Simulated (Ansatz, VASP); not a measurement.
**AgPd4: VASP beside Ansatz**

```
CELL_PARAMETERS angstrom
2.71546 0.00000 0.00000
-1.35773 2.35166 0.00000
0.00000 0.00000 24.86870
ATOMIC_POSITIONS crystal
Ag 0.83333 0.16667 0.32211
Pd 0.16667 0.83333 0.41131
Pd 0.50000 0.50000 0.50000
Pd 0.83333 0.16667 0.58869
Pd 0.16667 0.83333 0.67789
```

Alike in both runs: task single point; functional LDA; k mesh 15 × 15 × 1; occupations fermi-dirac, width 0.05 eV; no spin polarisation.

```csv
,VASP,Ansatz
version,VASP 6.6.1,Ansatz 0.2.0
potentials or method,"VASP PAW LDA potentials, release 64 (Ag, Pd)","PAW with Ansatz's default frozen-core files, scalar-relativistic"
plane-wave cutoff (eV),520,420
valence electrons in the cell,51,91
```

```csv
,VASP,Ansatz,Ansatz less VASP
rms of the force components (eV/Å),0.128,0.125,-0.0027
```

LDA's correlation is that of Perdew and Zunger in VASP and of Perdew and Wang (1992) in Ansatz. Atom by atom the forces differ by 0.004 eV/Å (rms over components). VASP's potentials hold 51 valence electrons a cell and Ansatz's 91, so a difference there can come from the potentials and not from the codes.
